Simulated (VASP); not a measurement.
# Br (Cmce) in VASP: a series of runs

Br is run at these levels: PBE+D3(BJ); tasks: single point, relaxation of cell and atoms.

Everything below comes from runs of VASP 6.6.1. Logs are shortened: lines on timing, memory, paths and dates and some standing lists are left out, and cuts for length are marked.

### Step 1. The cell of the first run

The structure is orthorhombic, space group Cmce (No. 64). The conventional cell has a = 6.988 Å, b = 4.151 Å, c = 8.573 Å, α = 90.00°, β = 90.00°, γ = 90.00°. Within 3.2 Å of Br (site symmetry m) lie 3 Br at 2.40 to 3.06 Å.

### Step 2. Single point, PBE+D3(BJ)

INCAR

```
SYSTEM = Br
PREC = Accurate ; ENCUT = 520
EDIFF = 1E-6 ; ISMEAR = 0
SIGMA = 0.02 ; LREAL = .False.
LASPH = .True. ; NELM = 80
ALGO = Normal ; ISIF = 2
LWAVE = .False. ; LCHARG = .False.
GGA = PE ; IVDW = 12
NBANDS = 38
```

KPOINTS

```
regular mesh
0
Gamma
  4 8 4
  0 0 0
```

POSCAR

```
Br
1.0
    6.9880430143      0.0000000000      0.0000000000
    0.0000000000      4.1514961186      0.0000000000
    0.0000000000      0.0000000000      8.5728381361
Br
8
Direct
    0.5000000000      0.3490223922      0.1191043514
    0.5000000000      0.8490223922      0.3808956486
    0.5000000000      0.6509776078      0.8808956486
    0.5000000000      0.1509776078      0.6191043514
    0.0000000000      0.8490223922      0.1191043514
    0.0000000000      0.3490223922      0.3808956486
    0.0000000000      0.1509776078      0.8808956486
    0.0000000000      0.6509776078      0.6191043514
```

Potentials or basis: VASP PAW PBE potentials, release 64 (Br).

On the command line:

```sh
cat potpaw_PBE.64/Br/POTCAR > POTCAR
mpirun -np 1 vasp_std > vasp.out
```

OUTCAR:

```text
SYSTEM = Br
   PREC = Accurate
   ENCUT = 520
   EDIFF = 1E-6
   ISMEAR = 0
   LREAL = .False.
   LASPH = .True.
   NELM = 80
   ISIF = 2
   GGA = PE
   IVDW = 12
 IVDW          = 12

 ion  position               nearest neighbor table
   1  0.500  0.349  0.119-   3 2.40
   2  0.500  0.849  0.381-   4 2.40
   3  0.500  0.651  0.881-   1 2.40
   4  0.500  0.151  0.619-   2 2.40
   5  0.000  0.849  0.119-   7 2.40
   6  0.000  0.349  0.381-   8 2.40
   7  0.000  0.151  0.881-   5 2.40
   8  0.000  0.651  0.619-   6 2.40

  LATTYP: Found a simple orthorhombic cell.
 ALAT       =     4.1514961186
 B/A-ratio  =     1.6832589540
 C/A-ratio  =     2.0649996751

  Lattice vectors:

 A1 = (   0.0000000000,  -4.1514961186,   0.0000000000)
 A2 = (   6.9880430143,   0.0000000000,   0.0000000000)
 A3 = (   0.0000000000,   0.0000000000,   8.5728381361)

Analysis of symmetry for initial positions (statically):
=====================================================================
 Subroutine PRICEL returns following result:

  LATTYP: Found a base centered orthorhombic cell.
 ALAT       =     4.1514961186
 B/A-ratio  =     1.6832589540
 C/A-ratio  =     2.0649996751

  Lattice vectors:

 A1 = (  -3.4940215071,  -2.0757480593,   0.0000000000)
 A2 = (   3.4940215071,  -2.0757480593,   0.0000000000)
 A3 = (   0.0000000000,   0.0000000000,   8.5728381361)

   2 primitive cells build up your supercell.

 Routine SETGRP: Setting up the symmetry group for a
 simple orthorhombic supercell.

 Subroutine GETGRP returns: Found  8 space group operations
 (whereof  4 operations were pure point group operations)
 out of a pool of  8 trial point group operations.

The static configuration has the point symmetry C_2h.
 The point group associated with its full space group is D_2h.

Analysis of symmetry for dynamics (positions and initial velocities):
=====================================================================
 Subroutine PRICEL returns following result:

  LATTYP: Found a base centered orthorhombic cell.
 ALAT       =     4.1514961186
[... 121 lines left out ...]
   ENCUT  =  520.0 eV  38.22 Ry    6.18 a.u.  12.99  7.72 15.94*2*pi/ulx,y,z
   NELM   =     80;   NELMIN=  2; NELMDL= -5     # of ELM steps
   EDIFF  = 0.1E-05   stopping-criterion for ELM
   LREAL  =      F    real-space projection
   EDIFFG = 0.1E-04   stopping-criterion for IOM
   NSW    =      0    number of steps for IOM
   IBRION =     -1    ionic relax: 0-MD 1-quasi-New 2-CG
   NFREE  =      0    steps in history (QN), initial steepest desc. (CG)
   ISIF   =      2    stress and relaxation
   ISYM   =      2    0-nonsym 1-usesym 2-fastsym
   POTIM  = 0.5000    time-step for ionic-motion
   TEBEG  =    0.0;   TEEND  =   0.0 temperature during run
   PSTRESS=    0.0 pullay stress
   NELECT =      56.0000    total number of electrons
   NUPDOWN=      -1.0000    fix difference up-down
   EMIN   =  10.00;   EMAX   =-10.00  energy-range for DOS
   EFERMI =   0.00;   METHOD = LEGACY
   ISMEAR =     0;   SIGMA  =   0.02  broadening in eV -4-tet -1-fermi 0-gaus
   EFERMI_NEDOS =   21; number of points for ismear=-14 and -15
   IALGO  =     38    algorithm
   IMIX   =      4    mixing-type and parameters
     AMIX     =   0.40;   BMIX     =  1.00
     AMIX_MAG =   1.60;   BMIX_MAG =  1.00
  volume/ion in A,a.u.               =      31.09       209.79
  Fermi-wavevector in a.u.,A,eV,Ry     =   0.995962  1.882094 13.496154  0.991939
  Thomas-Fermi vector in A             =   2.128017
   LORBIT       =      0    0 simple, 1 ext, 2 COOP (PROOUT), +10 PAW based schemes
   GGA     = PE    functional components
   LHFCALC =     F    Hartree Fock is set to
   AEXX    =    0.0000 exact exchange contribution
   IVDW    =    12    specifies the selected vdW correction
   LEPSILON=     F    determine dielectric tensor
   LRPA    =     F    only Hartree local field effects (RPA)
 non-spin polarized calculation
 Gauss-broadening in eV      SIGMA  =   0.02
  energy-cutoff  :      520.00
  volume of cell :      248.71
 maximum number of plane-waves:      6738
 NGX is ok and might be reduce to    54

 number of electron      56.0000007 magnetization

 Free energy of the ion-electron system (eV)
  ---------------------------------------------------
  ext. energy  EPLUGINS =         0.00000000
  ---------------------------------------------------
  free energy    TOTEN  =       -12.92847016 eV

  energy without entropy =      -12.92847016  energy(sigma->0) =      -12.92847016

 E-fermi :   0.4964     XC(G=0):  -8.2812

 val. band max:        0.3997212436   @ k =   0.0000   0.0000   0.0000
 cond. band min:       1.7232545430   @ k =   0.0000   0.1250   0.0000
 fundamental gap:      1.3235332995
 Fermi energy:         0.4964479933

 k-point     1 :       0.0000    0.0000    0.0000
  band No.  band energies     occupation
      1     -15.5247      2.00000
      2     -15.2929      2.00000
      3     -14.8449      2.00000
      4     -14.6840      2.00000
      5     -13.3989      2.00000
      6     -13.2017      2.00000
[... 973 lines left out ...]
     37       8.9551      0.00000
     38       8.9555      0.00000

 [... further k-points ...]

------------------------ aborting loop because EDIFF is reached ----------------------------------------

 Edisp (eV)   -1.85320

 E8    (eV) :    -0.7340

  FORCE on cell =-STRESS in cart. coord.  units (eV):
  Direction    XX          YY          ZZ          XY          YZ          ZX
  --------------------------------------------------------------------------------------
  -------------------------------------------------------------------------------------
  Total      -0.01909     0.00933     0.09395     0.00000     0.00000     0.00000
  in kB      -0.12297     0.06009     0.60526     0.00000     0.00000     0.00000
  external pressure =        0.18 kB  Pullay stress =        0.00 kB

 VOLUME and BASIS-vectors are now :
 -----------------------------------------------------------------------------
  energy-cutoff  :      520.00
  volume of cell :      248.71
      direct lattice vectors                 reciprocal lattice vectors
     6.988043014  0.000000000  0.000000000     0.143101581  0.000000000  0.000000000
     0.000000000  4.151496119  0.000000000     0.000000000  0.240877017  0.000000000
     0.000000000  0.000000000  8.572838136     0.000000000  0.000000000  0.116647484

 POSITION                                       TOTAL-FORCE (eV/Angst)
 -----------------------------------------------------------------------------------
      3.49402      1.44897      1.02106         0.000000     -0.005236      0.007933
      3.49402      3.52471      3.26536         0.000000     -0.005236     -0.007933
      3.49402      2.70253      7.55178         0.000000      0.005236     -0.007933
      3.49402      0.62678      5.30748         0.000000      0.005236      0.007933
      0.00000      3.52471      1.02106         0.000000     -0.005236      0.007933
      0.00000      1.44897      3.26536         0.000000     -0.005236     -0.007933
      0.00000      0.62678      7.55178        -0.000000      0.005236     -0.007933
      0.00000      2.70253      5.30748         0.000000      0.005236      0.007933
 -----------------------------------------------------------------------------------
    total drift:                                0.000000      0.000000      0.000000

  FREE ENERGIE OF THE ION-ELECTRON SYSTEM (eV)
  ---------------------------------------------------
  free  energy   TOTEN  =       -14.7816717486 eV

  energy  without entropy=      -14.7816717486  energy(sigma->0) =      -14.78167175
```

OSZICAR:

```text
N       E                     dE             d eps       ncg     rms          rms(c)
DAV:   1     0.388066168277E+03    0.38807E+03   -0.23280E+04  3420   0.124E+03
DAV:   2     0.201600889790E+02   -0.36791E+03   -0.36058E+03  4672   0.215E+02
DAV:   3    -0.132056886251E+02   -0.33366E+02   -0.33187E+02  4204   0.741E+01
DAV:   4    -0.136065403613E+02   -0.40085E+00   -0.40033E+00  4012   0.951E+00
DAV:   5    -0.136107658781E+02   -0.42255E-02   -0.42249E-02  4094   0.999E-01    0.159E+01
DAV:   6    -0.131092762663E+02    0.50149E+00   -0.34592E-01  3900   0.252E+00    0.103E+01
DAV:   7    -0.129432597170E+02    0.16602E+00   -0.76508E-01  3804   0.372E+00    0.774E-01
DAV:   8    -0.129282051671E+02    0.15055E-01   -0.89284E-02  3762   0.129E+00    0.398E-01
DAV:   9    -0.129283751151E+02   -0.16995E-03   -0.19455E-03  3940   0.206E-01    0.153E-01
DAV:  10    -0.129284642771E+02   -0.89162E-04   -0.22685E-04  4154   0.679E-02    0.817E-02
DAV:  11    -0.129284699668E+02   -0.56897E-05   -0.40157E-05  3940   0.274E-02    0.138E-02
DAV:  12    -0.129284701603E+02   -0.19343E-06   -0.61613E-06  3804   0.105E-02
   1 F= -.14781672E+02 E0= -.14781672E+02  d E =-.612389E-14
```

Wall time 10 min (1 thread of Intel Xeon 8259CL, shared host); peak memory 0.49 GiB.

What came out:

| Property | Result |
| --- | --- |
| Free energy | -14.7817 eV |
| Pressure | 0.0 GPa |
| Largest force | 0.010 eV/Å |
| Band gap on the k mesh | 1.32 eV |
| Dispersion energy per atom | -0.232 eV |

Forces in eV/Å, atoms in the order of the input:
```
Br   0.000 -0.005  0.008
Br   0.000 -0.005 -0.008
Br   0.000  0.005 -0.008
Br   0.000  0.005  0.008
Br   0.000 -0.005  0.008
Br   0.000 -0.005 -0.008
Br   0.000  0.005 -0.008
Br   0.000  0.005  0.008
```

Levels at points of the mesh, in eV from the valence-band top:
```
           k point  band 25  band 26  band 27  band 28  band 29  band 30  band 31  band 32
(0.00, 0.00, 0.00)    -0.60    -0.43    -0.24     0.00     1.33     1.37     2.08     2.28
(0.50, 0.00, 0.00)    -0.65    -0.65    -0.13    -0.13     1.37     1.37     2.19     2.19
(0.00, 0.50, 0.00)    -1.10    -1.10    -0.39    -0.39     2.42     2.42     2.46     2.46
(0.50, 0.50, 0.00)    -0.67    -0.67    -0.67    -0.67     2.44     2.44     2.44     2.44
(0.00, 0.00, 0.50)    -0.97    -0.97    -0.18    -0.18     1.54     1.54     1.63     1.63
(0.50, 0.00, 0.50)    -0.52    -0.52    -0.52    -0.52     1.63     1.63     1.63     1.63
(0.00, 0.50, 0.50)    -0.10    -0.10    -0.10    -0.10     1.77     1.77     1.77     1.77
(0.50, 0.50, 0.50)    -0.04    -0.04    -0.04    -0.04     1.76     1.76     1.76     1.76
```

A k mesh can miss the band edges.

### Step 3. Single point, PBE+D3(BJ)

This run uses another cell than the first one: it holds 4 atoms, not 8.

INCAR

```
SYSTEM = Br
PREC     = Accurate       ! precision mode
ENCUT    = 520            ! plane-wave cutoff, eV
EDIFF    = 1E-7           ! SCF threshold, eV
ISMEAR   = 0              ! smearing method
SIGMA    = 0.02           ! smearing width, eV
LREAL    = .FALSE.        ! projectors in reciprocal space
LASPH    = .TRUE.         ! aspherical terms in the spheres
NELM     = 80             ! most SCF steps
ALGO     = Normal         ! electronic algorithm
ISIF     = 2              ! what is computed and relaxed
LWAVE    = .FALSE.        ! write WAVECAR
LCHARG   = .TRUE.         ! write CHGCAR
GGA      = PE             ! functional
IVDW     = 12             ! dispersion correction
LELF     = .TRUE.         ! ELF
LVHAR    = .TRUE.       
NBANDS   = 22             ! bands
```

KPOINTS

```
Automatic mesh
0
G
  8 8 4
  0 0 0
```

POSCAR

```
Br
1.0
    3.4940211690     -2.0757479065      0.0000000000
    3.4940211690      2.0757479065      0.0000000000
    0.0000000000      0.0000000000      8.5728383453
Br
4
Direct
    0.1509776079      0.8490223921      0.1191043535
    0.6509776079      0.3490223921      0.3808956465
    0.8490223921      0.1509776079      0.8808956465
    0.3490223921      0.6509776079      0.6191043535
```

Potentials or basis: VASP PAW PBE potentials, release 64 (Br).

On the command line:

```sh
cat potpaw_PBE.64/Br/POTCAR > POTCAR
mpirun -np 1 vasp_std > vasp.out
```

Wall time 66 s (1 thread of Intel Xeon 6975P-C (Granite Rapids), shared host); peak memory 0.3 GiB.

Results (log left out):

- Free energy: -7.3908 eV
- Pressure: 0.0 GPa
- Largest force: 0.009 eV/Å
- Band gap on the k mesh: 1.33 eV (least direct gap 1.37 eV)
- Dispersion energy per atom: -0.232 eV

Forces on the atoms (eV/Å):
```
Br   0.000 -0.005  0.008
Br   0.000 -0.005 -0.008
Br   0.000  0.005 -0.008
Br   0.000  0.005  0.008
```

Levels at points of the mesh, in eV from the valence-band top:
| k point | band 10 | band 11 | band 12 | band 13 | band 14 | band 15 | band 16 | band 17 | band 18 | band 19 |
| --- | --- | --- | --- | --- | --- | --- | --- | --- | --- | --- |
| (0.00, 0.00, 0.00) | -1.43 | -1.42 | -0.60 | -0.43 | 0.00 | 1.37 | 2.28 | 5.94 | 6.77 | 6.82 |
| (0.50, 0.00, 0.00) | -2.01 | -1.49 | -1.49 | -0.67 | -0.67 | 2.44 | 2.44 | 6.85 | 6.85 | 9.05 |
| (0.50, 0.50, 0.00) | -2.02 | -2.01 | -1.56 | -0.71 | -0.24 | 1.33 | 2.08 | 6.75 | 7.77 | 8.10 |
| (0.00, 0.00, 0.50) | -1.65 | -1.12 | -1.12 | -0.19 | -0.19 | 1.63 | 1.63 | 6.58 | 6.58 | 7.81 |
| (0.50, 0.00, 0.50) | -2.11 | -0.84 | -0.84 | -0.04 | -0.04 | 1.76 | 1.76 | 7.26 | 7.26 | 8.22 |
| (0.50, 0.50, 0.50) | -1.99 | -1.27 | -1.27 | -0.97 | -0.97 | 1.54 | 1.54 | 7.88 | 7.88 | 8.91 |

A k mesh can miss the band edges.

### Step 4. Single point, PBE+D3(BJ)

This run uses another cell than the first one: it holds 4 atoms, not 8.

INCAR is that of step 3.

KPOINTS is that of step 3.

POSCAR

```
Br
1.0
    3.4940197101     -2.0757497424      0.0000000000
    3.4940197101      2.0757497424      0.0000000000
    0.0000000000      0.0000000000      8.5728337431
Br
4
Direct
    0.1509777243      0.8490222757      0.1191043409
    0.6509777243      0.3490222757      0.3808956591
    0.8490222757      0.1509777243      0.8808956591
    0.3490222757      0.6509777243      0.6191043409
```

On the command line:

```sh
cat potpaw_PBE.64/Br/POTCAR > POTCAR
mpirun -np 1 vasp_std > vasp.out
```

Wall time 68 s (1 thread of Intel Xeon 6975P-C (Granite Rapids), shared host); peak memory 0.29 GiB.

Results (log left out):

| Quantity | Value |
| --- | --- |
| Free energy | -7.3908 eV |
| Pressure | 0.0 GPa |
| Largest force | 0.009 eV/Å |
| Band gap on the k mesh | 1.33 eV (least direct gap 1.37 eV) |
| Dispersion energy per atom | -0.232 eV |

Forces in eV/Å, atoms in the order of the input:
```
Br   0.000 -0.005  0.008
Br   0.000 -0.005 -0.008
Br   0.000  0.005 -0.008
Br   0.000  0.005  0.008
```

Levels at points of the mesh, in eV from the valence-band top:
| k point | band 12 | band 13 | band 14 | band 15 | band 16 | band 17 |
| --- | --- | --- | --- | --- | --- | --- |
| (0.00, 0.00, 0.00) | -0.60 | -0.43 | 0.00 | 1.37 | 2.28 | 5.94 |
| (0.50, 0.00, 0.00) | -1.49 | -0.67 | -0.67 | 2.44 | 2.44 | 6.85 |
| (0.50, 0.50, 0.00) | -1.56 | -0.71 | -0.24 | 1.33 | 2.08 | 6.75 |
| (0.00, 0.00, 0.50) | -1.12 | -0.19 | -0.19 | 1.63 | 1.63 | 6.58 |
| (0.50, 0.00, 0.50) | -0.84 | -0.04 | -0.04 | 1.76 | 1.76 | 7.26 |
| (0.50, 0.50, 0.50) | -1.27 | -0.97 | -0.97 | 1.54 | 1.54 | 7.88 |

A k mesh can miss the band edges. PBE gaps usually lie below the measured ones, often by a third to a half.

(Continued in part 2 of 2.)
